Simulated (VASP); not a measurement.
Write the native input for VASP 6.6.1 that does the following.

- Task: single point
- Functional: PBEsol
- Potentials or basis: VASP PAW PBE potentials, release 64 (Hf_pv, O)
- Cutoff: 520 eV
- k mesh: 6 × 6 × 8
- Occupations: gaussian, width 0.05 eV
- Spin: no spin polarisation
- Dipole correction: no
- Further INCAR settings: ALGO = Normal; EDIFF = 1e-07; NBANDS = 31

The structure of HfO2 lies in POSCAR:

```
HfO2
1.0
    4.9114575923      0.0000000000      0.0000000000
    0.0000000000      4.9114575923      0.0000000000
    0.0000000000      0.0000000000      3.2637929515
Hf O
2 4
Direct
    0.0000000000      0.0000000000      0.0000000000
    0.5000000000      0.5000000000      0.5000000000
    0.1949828631      0.8050171369      0.4732102491
    0.3050171369      0.3050171369      0.0000000000
    0.6949828631      0.6949828631      0.0000000000
    0.8050171369      0.1949828631      0.5267897509
```

These files were run (other wordings do the same):

INCAR

```
ALGO = Normal
EDIFF = 1E-7
ENCUT = 520
GGA = PS
ISIF = 2
ISMEAR = 0
LASPH = True
LCHARG = True
LELF = True
LREAL = False
LVHAR = True
LWAVE = False
NBANDS = 31
NELM = 100
PREC = Accurate
SIGMA = 0.05
```

KPOINTS

```
k-points
0
Gamma
  6 6 8
```

Potentials or basis: VASP PAW PBE potentials, release 64 (Hf_pv, O).

The run is started by

```bash
$ cat potpaw_PBE.64/Hf_pv/POTCAR potpaw_PBE.64/O/POTCAR > POTCAR
$ mpirun -np 1 vasp_std > vasp.out
```

It gave:

- Pressure: -12.2 GPa
- Largest force: 0.962 eV/Å
- Band gap on the k mesh: 3.67 eV, direct

Caveat: the PAW data sets were made with another functional, which shifts forces and pressure a little; spin-orbit coupling is left out, which moves the levels of the heavy elements.

Wall time 2.8 min on 1 thread of Intel(R) Xeon(R) Platinum 8259CL CPU @ 2.50GHz (Skylake/Cascade Lake), with other jobs on the host, peak memory 0.3 GiB.
